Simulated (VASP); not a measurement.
Here is a VASP 6.6.1 calculation.

The input POSCAR:

```
Si2W
1.0
   -1.6056334169      1.6056334169      3.9024847640
    1.6056334169     -1.6056334169      3.9024847640
    1.6056334169      1.6056334169     -3.9024847640
Si W
2 1
Direct
    0.3348274978      0.3348274978      0.0000000000
    0.6651725022      0.6651725022      0.0000000000
    0.0000000000      0.0000000000      0.0000000000
```

File INCAR.step1:

```
ALGO = Normal
EDIFF = 1E-4
ENCUT = 520
GGA = PE
ISMEAR = 0
LASPH = True
LCHARG = False
LREAL = False
LWAVE = True
NBANDS = 18
NELM = 100
PREC = Accurate
SIGMA = 0.1
```

Contents of INCAR.step2:

```
ALGO = Normal
EDIFF = 1E-7
ENCUT = 520
ISIF = 2
ISMEAR = 0
ISTART = 1
LASPH = True
LCHARG = False
LMIXTAU = True
LREAL = False
LWAVE = False
METAGGA = R2SCAN
NBANDS = 18
NELM = 100
PREC = Accurate
SIGMA = 0.1
```

File KPOINTS:

```
k-points
0
Gamma
  18 18 18
```

Potentials or basis: VASP PAW PBE potentials, release 64 (Si, W_sv).

Run with:

```console
$ cat potpaw_PBE.64/Si/POTCAR potpaw_PBE.64/W_sv/POTCAR > POTCAR
$ cp INCAR.step1 INCAR
$ mpirun -np 1 vasp_std > vasp.out
$ cp INCAR.step2 INCAR
$ mpirun -np 1 vasp_std > vasp.out
```

What does it give for the pressure?

0.3 GPa.

Predict the band gap on the k mesh.

zero (bands 11 and 12 overlap by 1.30 eV).

Estimate the largest force.

0.009 eV/Å.

Stress tensor (GPa, compression positive):
```
0.35 0.00 0.00
0.00 0.35 0.00
0.00 0.00 0.05
```

Caveat: the PAW data sets were made with another functional, which shifts forces and pressure a little; spin-orbit coupling is left out, which moves the levels of the heavy elements.
